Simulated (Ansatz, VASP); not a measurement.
# MgS in VASP and in Ansatz

Contents of INCAR:

```
PREC = Accurate
ENCUT = 520
EDIFF = 1E-7
ISMEAR = -1
SIGMA = 0.05
LREAL = F
LASPH = T
NELM = 60
ALGO = Normal
ISIF = 2
LWAVE = F
LCHARG = T
GGA = PS
LELF = T
LVHAR = T
NBANDS = 11
```

Contents of KPOINTS:

```
Automatic mesh
0
Gamma
  6 6 6
```

The input POSCAR:

```
MgS
1.0
    0.0000000000      2.6016500000      2.6016500000
    2.6016500000      0.0000000000      2.6016500000
    2.6016500000      2.6016500000      0.0000000000
S Mg
1 1
Direct
    0.5000000000      0.5000000000      0.5000000000
    0.0000000000      0.0000000000      0.0000000000
```

input.yaml

```yaml
crystal:
  lattice:
    - [0.0, 2.60165, 2.60165]
    - [2.60165, 0.0, 2.60165]
    - [2.60165, 2.60165, 0.0]
  atoms:
    - { symbol: S, position: [0.5, 0.5, 0.5] }
    - { symbol: Mg, position: [0.0, 0.0, 0.0] }
kpoints:
  mp_grid: { grid: [6, 6, 6] }
scf:
  occupations: { method: fermi_dirac, width: 0.05 }
hamiltonian:
  xc: pbesol
  pseudopotentials: { kind: all_electron, datasets: crystal }
output:
  forces: true
  stress: true
  eigenvalues: true
  elf: true
  volumetric_format: npy
```

Alike in both runs: task single point; functional PBEsol; k mesh 6 × 6 × 6; occupations fermi-dirac, width 0.05 eV; no spin polarisation.

|  | VASP | Ansatz |
| --- | --- | --- |
| version | VASP 6.6.1 | Ansatz 0.2.0 |
| potentials or method | VASP PAW PBE potentials, release 64 (S, Mg), cutoff 520 eV | all-electron PAW datasets made for the crystal |

Ansatz gave:

| Quantity | Value |
| --- | --- |
| gap on the k mesh at the Fermi level (eV) | 2.70 |
| least direct gap on the mesh (eV) | 3.59 |
| pressure (GPa) | -0.9 |

Q: What did VASP give for the same quantities?

A: gap on the k mesh at the Fermi level (eV): 2.70; least direct gap on the mesh (eV): 3.59; pressure (GPa): -1.1.

VASP's potentials were made for PBE, not for PBEsol. Ansatz ran all-electron here, and VASP with PAW potentials.
